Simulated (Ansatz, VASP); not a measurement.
**One calculation of Ti, two programs**

```xyz
8
Lattice="2.8709 0.0000 0.0000 0.0000 4.0600 0.0000 0.0000 0.0000 25.0480" Properties=species:S:1:pos:R:3 pbc="T T T"
Ti    1.4354    2.0300    7.5000
Ti    0.0000    0.0000    8.9354
Ti    1.4354    2.0300   10.3709
Ti    0.0000    0.0000   11.8063
Ti    1.4354    2.0300   13.2417
Ti    0.0000    0.0000   14.6771
Ti    1.4354    2.0300   16.1126
Ti    0.0000    0.0000   17.5480
```

Alike in both runs: functional PBE; k mesh 9 × 7 × 1; occupations fermi-dirac, width 0.05 eV; no spin polarisation.

|  | VASP | Ansatz |
| --- | --- | --- |
| version | VASP 6.6.1 | Ansatz 0.2.0 |
| potentials or method | VASP PAW PBE potentials, release 64 (Ti_sv) | Ansatz PAW |
| plane-wave cutoff (eV) | 520 | 420 |
| valence electrons in the cell | 96 | 96 |
| task | single point | electrostatic potential |

Ansatz gave:

```
gap on the k mesh at the Fermi level (eV) : none
rms of the force components (eV/Å)        : 0.179
```

Question: Which values does VASP return?

Answer: gap on the k mesh at the Fermi level (eV): none; rms of the force components (eV/Å): 0.181.

Atom by atom the forces differ by 0.005 eV/Å (rms over components). A gap of «none» marks a metal or a gap that the smearing closes. The functional is the same, so the differences come from potentials, cutoffs and numerics.
